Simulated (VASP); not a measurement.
A run of VASP 6.6.1:

The input INCAR:

```
SYSTEM = Na
  ALGO = Normal
  EDIFF = 1E-7
  ENCUT = 520
  GGA = PS
  ISIF = 2
  ISMEAR = -1
  LASPH = .True.
  LCHARG = .True.
  LELF = .True.
  LREAL = .False.
  LVHAR = .True.
  LWAVE = .False.
  NBANDS = 10
  NELM = 60
  PREC = Accurate
  SIGMA = 0.05
```

The input KPOINTS:

```
k-points
0
Gamma
  9 9 9
  0 0 0
```

The input POSCAR:

```
Na
1.0
   -2.1266304395      2.1266304395      2.1266304395
    2.1266304395     -2.1266304395      2.1266304395
    2.1266304395      2.1266304395     -2.1266304395
Na
1
Direct
    0.0000000000      0.0000000000      0.0000000000
```

Potentials or basis: VASP PAW PBE potentials, release 64 (Na_pv).

The run is started by

```bash
$ cat potpaw_PBE.64/Na_pv/POTCAR > POTCAR
$ mpirun -np 1 vasp_std > vasp.out
```

Hardware: 1 thread of Intel(R) Xeon(R) 6975P-C (Granite Rapids), with other jobs on the host.

**Question.** How long does it take, and how much memory?

**Answer.** Wall time 4.3 s on 1 thread of Intel(R) Xeon(R) 6975P-C (Granite Rapids), with other jobs on the host, peak memory 0.14 GiB. Counts: scf iterations 10, k points 35.
